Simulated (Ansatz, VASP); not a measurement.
**One calculation of Zr, two programs**

```xyz
1
Lattice="2.9407 0.0000 0.0000 0.0000 2.9407 0.0000 0.0000 0.0000 2.9407" Properties=species:S:1:pos:R:3 pbc="T T T"
Zr    0.0000    0.0000    0.0000
```

Alike in both runs: task single point; functional LDA; k mesh 13 × 13 × 13; occupations fermi-dirac, width 0.1 eV; no spin polarisation.

|  | VASP | Ansatz |
| --- | --- | --- |
| version | VASP 6.6.1 | Ansatz 0.2.0 |
| potentials or method | VASP PAW LDA potentials, release 64 (Zr_sv), cutoff 520 eV | plane waves (420 eV) with PAW, scalar-relativistic |
| valence electrons in the cell | 12 | 12 |

VASP gave:

- pressure (GPa): -6.8

What did Ansatz give for the same quantities?

Pressure (GPa): -6.9.

Ansatz warns that its potentials were made for another functional, while VASP's fit it. LDA's correlation is that of Perdew and Zunger in VASP and of Perdew and Wang (1992) in Ansatz.
